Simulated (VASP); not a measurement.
# SrTiO3 (Pm-3m) in VASP: further runs, part 2 of 2

VASP 6.6.1.

**3. Single point, HSE06 (strain -3.0%)**

Input file POSCAR:

```
SrTiO3
1.0
    3.7896459565      0.0000000000      0.0000000000
    0.0000000000      3.7896459565      0.0000000000
    0.0000000000      0.0000000000      3.7896459565
Sr Ti O
1 1 3
Direct
    0.0000000000      0.0000000000      0.0000000000
    0.5000000000      0.5000000000      0.5000000000
    0.5000000000      0.5000000000      0.0000000000
    0.5000000000      0.0000000000      0.5000000000
    0.0000000000      0.5000000000      0.5000000000
```

Input file INCAR.step1:

```
PREC     = Accurate       # precision mode
ENCUT    = 520            # plane-wave cutoff, eV
EDIFF    = 1E-5           # SCF threshold, eV
ISMEAR   = 0              # smearing method
SIGMA    = 0.01           # smearing width, eV
LREAL    = False          # projectors in reciprocal space
LASPH    = True           # aspherical terms in the spheres
NELM     = 60             # most SCF steps
ALGO     = Normal         # electronic algorithm
ISIF     = 2              # what is computed and relaxed
LWAVE    = True           # write WAVECAR
LCHARG   = False          # write CHGCAR
GGA      = PE             # functional
NBANDS   = 28             # bands
```

Input file INCAR.step2:

```
PREC     = Accurate       # precision mode
ENCUT    = 520            # plane-wave cutoff, eV
EDIFF    = 1E-6           # SCF threshold, eV
ISMEAR   = 0              # smearing method
SIGMA    = 0.01           # smearing width, eV
LREAL    = False          # projectors in reciprocal space
LASPH    = True           # aspherical terms in the spheres
NELM     = 60             # most SCF steps
ALGO     = Normal         # electronic algorithm
ISIF     = 2              # what is computed and relaxed
LWAVE    = False          # write WAVECAR
LCHARG   = False          # write CHGCAR
GGA      = PE             # functional
LHFCALC  = True           # exact exchange
HFSCREEN = 0.2079         # screening, 1/A
PRECFOCK = Fast         
ISTART   = 1            
NBANDS   = 28             # bands
```

Input file KPOINTS:

```
Automatic mesh
0
Gamma
  4 4 4
```

Potentials or basis: VASP PAW PBE potentials, release 64 (Sr_sv, Ti_sv, O).

Run with:

```
$ cat potpaw_PBE.64/Sr_sv/POTCAR potpaw_PBE.64/Ti_sv/POTCAR potpaw_PBE.64/O/POTCAR > POTCAR
$ cp INCAR.step1 INCAR
$ mpirun -np 1 vasp_std > vasp.out
$ cp INCAR.step2 INCAR
$ mpirun -np 1 vasp_std > vasp.out
```

OUTCAR:

```text
PREC = Accurate
   ENCUT = 520
   EDIFF = 1E-6
   ISMEAR = 0
   LREAL = False
   LASPH = True
   NELM = 60
   ISIF = 2
   GGA = PE
   LHFCALC = True
   HFSCREEN = 0.2079
   PRECFOCK = Fast
   ISTART = 1

 ion  position               nearest neighbor table
   1  0.000  0.000  0.000-   3 2.68   4 2.68   5 2.68   4 2.68   5 2.68   3 2.68   5 2.68   5 2.68
                             3 2.68   4 2.68   4 2.68   3 2.68   2 3.28   2 3.28   2 3.28   2 3.28
   2  0.500  0.500  0.500-   3 1.89   4 1.89   5 1.89   3 1.89   4 1.89   5 1.89   1 3.28   1 3.28
                             1 3.28   1 3.28   1 3.28   1 3.28   1 3.28   1 3.28
   3  0.500  0.500  0.000-   2 1.89   2 1.89   1 2.68   1 2.68   1 2.68   1 2.68
   4  0.500  0.000  0.500-   2 1.89   2 1.89   1 2.68   1 2.68   1 2.68   1 2.68
   5  0.000  0.500  0.500-   2 1.89   2 1.89   1 2.68   1 2.68   1 2.68   1 2.68

  LATTYP: Found a simple cubic cell.
 ALAT       =     3.7896459565

  Lattice vectors:

 A1 = (   3.7896459565,   0.0000000000,   0.0000000000)
 A2 = (   0.0000000000,   3.7896459565,   0.0000000000)
 A3 = (   0.0000000000,   0.0000000000,   3.7896459565)

Analysis of symmetry for initial positions (statically):
=====================================================================
 Subroutine PRICEL returns:
 Original cell was already a primitive cell.

 Routine SETGRP: Setting up the symmetry group for a
 simple cubic supercell.

 Subroutine GETGRP returns: Found 48 space group operations
 (whereof 48 operations were pure point group operations)
 out of a pool of 48 trial point group operations.

The static configuration has the point symmetry O_h .

Analysis of symmetry for dynamics (positions and initial velocities):
=====================================================================
 Subroutine PRICEL returns:
 Original cell was already a primitive cell.

 Routine SETGRP: Setting up the symmetry group for a
 simple cubic supercell.

 Subroutine GETGRP returns: Found 48 space group operations
 (whereof 48 operations were pure point group operations)
 out of a pool of 48 trial point group operations.

The dynamic configuration has the point symmetry O_h .

 Subroutine INISYM returns: Found 48 space group operations
 (whereof 48 operations are pure point group operations),
 and found     1 'primitive' translations

----------------------------------------------------------------------------------------

                                     Primitive cell

  volume of cell :      54.4247

  direct lattice vectors                    reciprocal lattice vectors
     3.789645956  0.000000000  0.000000000     0.263876893  0.000000000  0.000000000
     0.000000000  3.789645956  0.000000000     0.000000000  0.263876893  0.000000000
     0.000000000  0.000000000  3.789645956     0.000000000  0.000000000  0.263876893

  length of vectors
     3.789645956  3.789645956  3.789645956     0.263876893  0.263876893  0.263876893

  position of ions in fractional coordinates (direct lattice)
     0.000000000  0.000000000  0.000000000
     0.500000000  0.500000000  0.500000000
[... 47 lines left out ...]
  0.500000  0.250000  0.250000     12.000000
  0.500000  0.500000  0.250000      6.000000
  0.500000  0.500000  0.500000      1.000000
   k-points           NKPTS =     10   k-points in BZ     NKDIM =     64   number of bands    NBANDS=     28
   number of dos      NEDOS =    301   number of ions     NIONS =      5
   total plane-waves  NPLWV =  21952
   dimension x,y,z NGX =    28 NGY =   28 NGZ =   28
   dimension x,y,z NGXF=    56 NGYF=   56 NGZF=   56
   ions per type =               1   1   3
   NGX,Y,Z   is equivalent  to a cutoff of  12.28, 12.28, 12.28 a.u.
   NGXF,Y,Z  is equivalent  to a cutoff of  24.57, 24.57, 24.57 a.u.
 SYSTEM =  unknown system
   PREC   = accura    normal or accurate (medium, high low for compatibility)
   ISTART =      1    job   : 0-new  1-cont  2-samecut
   ICHARG =      0    charge: 1-file 2-atom 10-const
   ISPIN  =      1    spin polarized calculation?
   LNONCOLLINEAR =      F non collinear calculations
   LSORBIT =      F    spin-orbit coupling
   LASPH  =      T    aspherical Exc in radial PAW
   ENCUT  =  520.0 eV  38.22 Ry    6.18 a.u.   7.05  7.05  7.05*2*pi/ulx,y,z
   NELM   =     60;   NELMIN=  2; NELMDL=  0     # of ELM steps
   EDIFF  = 0.1E-05   stopping-criterion for ELM
   LREAL  =      F    real-space projection
   EDIFFG = 0.1E-04   stopping-criterion for IOM
   NSW    =      0    number of steps for IOM
   IBRION =     -1    ionic relax: 0-MD 1-quasi-New 2-CG
   NFREE  =      0    steps in history (QN), initial steepest desc. (CG)
   ISIF   =      2    stress and relaxation
   ISYM   =      3    0-nonsym 1-usesym 2-fastsym
   POTIM  = 0.5000    time-step for ionic-motion
   TEBEG  =    0.0;   TEEND  =   0.0 temperature during run
   PSTRESS=    0.0 pullay stress
   NELECT =      40.0000    total number of electrons
   NUPDOWN=      -1.0000    fix difference up-down
   EMIN   =  10.00;   EMAX   =-10.00  energy-range for DOS
   EFERMI =   0.00;   METHOD = LEGACY
   ISMEAR =     0;   SIGMA  =   0.01  broadening in eV -4-tet -1-fermi 0-gaus
   EFERMI_NEDOS =   21; number of points for ismear=-14 and -15
   IALGO  =     38    algorithm
   IMIX   =      1    mixing-type and parameters
     AMIX     =   0.40;   BMIX     =  1.00
     AMIX_MAG =   1.60;   BMIX_MAG =  1.00
  volume/ion in A,a.u.               =      10.88        73.46
  Fermi-wavevector in a.u.,A,eV,Ry     =   1.477394  2.791869 29.697322  2.182692
  Thomas-Fermi vector in A             =   2.591803
   LORBIT       =      0    0 simple, 1 ext, 2 COOP (PROOUT), +10 PAW based schemes
   GGA     = PE    functional components
   LHFCALC =     T    Hartree Fock is set to
   PRECFOCK=fast      Normal, Fast or Accurate (Low or Medium for compatibility)
   ENCUT4O =  -1.0   cutoff for four orbital integrals eV
   NKREDX  =     1    reduce k-point grid by
   NKREDY  =     1    reduce k-point grid by
   NKREDZ  =     1    reduce k-point grid by
   AEXX    =    0.2500 exact exchange contribution
   HFSCREEN=    0.2079 screening length (either q_TF or 0.3 A-1)
   HFSCREENC=   0.2079 screening length for correlation (either q_TF or 0.3 A-1)
   ENCUTFOCK=  -1.0 apply spherical cutoff to Coloumb kernel
   IVDW    =     0    specifies the selected vdW correction
   LEPSILON=     F    determine dielectric tensor
   LRPA    =     F    only Hartree local field effects (RPA)
 non-spin polarized calculation
 Gauss-broadening in eV      SIGMA  =   0.01
  energy-cutoff  :      520.00
  volume of cell :       54.42
 maximum number of plane-waves:      1492
  NGX = 16; NGY = 16; NGZ = 16

 number of electron      39.9999982 magnetization

 Free energy of the ion-electron system (eV)
  ---------------------------------------------------
  ext. energy  EPLUGINS =         0.00000000
  ---------------------------------------------------
  free energy    TOTEN  =       -48.32981135 eV

  energy without entropy =      -48.32981135  energy(sigma->0) =      -48.32981135

 E-fermi :   4.0373     XC(G=0):  -9.6324

 val. band max:        3.8964652320   @ k =   0.5000   0.5000   0.5000
 cond. band min:       7.3934806477   @ k =   0.0000   0.0000   0.0000
 fundamental gap:      3.4970154157
 Fermi energy:         4.0373127359

 k-point     1 :       0.0000    0.0000    0.0000
  band No.  band energies     occupation
      1     -56.4815      2.00000
      2     -31.1420      2.00000
      3     -31.1420      2.00000
      4     -31.1420      2.00000
      5     -30.5167      2.00000
      6     -15.5767      2.00000
[... 299 lines left out ...]
     27      15.3478      0.00000
     28      15.3478      0.00000

------------------------ aborting loop because EDIFF is reached ----------------------------------------

  FORCE on cell =-STRESS in cart. coord.  units (eV):
  Direction    XX          YY          ZZ          XY          YZ          ZX
  --------------------------------------------------------------------------------------
  -------------------------------------------------------------------------------------
  Total        6.7158718      6.7158718      6.7158718      0.0000000      0.0000000     -0.0000000
  in kB      197.7047324    197.7047324    197.7047324      0.0000000      0.0000000     -0.0000000
  external PRESSURE =     197.7047324 kB  Pullay stress =       0.0000000 kB

 VOLUME and BASIS-vectors are now :
 -----------------------------------------------------------------------------
  energy-cutoff  :      520.00
  volume of cell :       54.42
      direct lattice vectors                 reciprocal lattice vectors
     3.789645956  0.000000000  0.000000000     0.263876893  0.000000000  0.000000000
     0.000000000  3.789645956  0.000000000     0.000000000  0.263876893  0.000000000
     0.000000000  0.000000000  3.789645956     0.000000000  0.000000000  0.263876893

 POSITION                                       TOTAL-FORCE (eV/Angst)
 -----------------------------------------------------------------------------------
      0.00000      0.00000      0.00000         0.000000      0.000000      0.000000
      1.89482      1.89482      1.89482         0.000000      0.000000      0.000000
      1.89482      1.89482      0.00000         0.000000      0.000000      0.000000
      1.89482      0.00000      1.89482         0.000000      0.000000      0.000000
      0.00000      1.89482      1.89482         0.000000      0.000000      0.000000
 -----------------------------------------------------------------------------------
    total drift:                               -0.000001     -0.000011      0.000003

  FREE ENERGIE OF THE ION-ELECTRON SYSTEM (eV)
  ---------------------------------------------------
  free  energy   TOTEN  =       -48.3298113511 eV

  energy  without entropy=      -48.3298113511  energy(sigma->0) =      -48.32981135
```

Wall time 16 min (1 thread of AMD EPYC 7R13 (Zen 3), shared host); peak memory 0.25 GiB.

Results:

| Item | Value |
| --- | --- |
| Free energy | -48.3298 eV |
| Pressure | 19.8 GPa |
| Band gap on the k mesh | 3.50 eV (least direct gap 3.82 eV) |

Caveat: the cell differs from its parent crystal (strain -3.0%); the cell stands under pressure; the PAW data sets were made with another functional, which shifts forces and pressure a little.
